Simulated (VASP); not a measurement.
**C: single point with LDA**

Crystal: C.

```
C
1.0
     1.73303    0.00000    0.00000
     0.00000    1.73303    0.00000
     0.00000    0.00000    1.73303
C
1
Cartesian
  0.0000 0.0000 0.0000
```

- Program: VASP 6.6.1
- Task: single point
- Functional: LDA
- Potentials or basis: VASP PAW LDA potentials, release 64 (C)
- Cutoff: 520 eV
- k mesh: 12 × 12 × 12
- Occupations: methfessel-paxton, width 0.05 eV
- Spin: no spin polarisation
- Dipole correction: no
- Further INCAR settings: ALGO = Normal; EDIFF = 1e-07; NBANDS = 8

```
Pressure               : 11.7 GPa
Band gap on the k mesh : zero (band 2 reaches 21.78 eV, above the bottom of band 3 at 9.91 eV)
```

Levels at points of the mesh, in eV from the Fermi level:
| k point | band 1 | band 2 | band 3 | band 4 | band 5 |
| --- | --- | --- | --- | --- | --- |
| (0.00, 0.00, 0.00) | -22.83 | 9.96 | 9.96 | 9.96 | 26.54 |
| (0.50, 0.00, 0.00) | -12.88 | -12.65 | 13.51 | 13.51 | 30.79 |
| (0.50, 0.50, 0.00) | -6.31 | -6.31 | -1.92 | 8.10 | 16.38 |
| (0.50, 0.50, 0.50) | -0.90 | -0.90 | -0.90 | 10.53 | 17.96 |

Wall time 3.2 s on 1 thread of AMD EPYC 7R13 Processor (Zen 3), with other jobs on the host, peak memory 0.07 GiB.
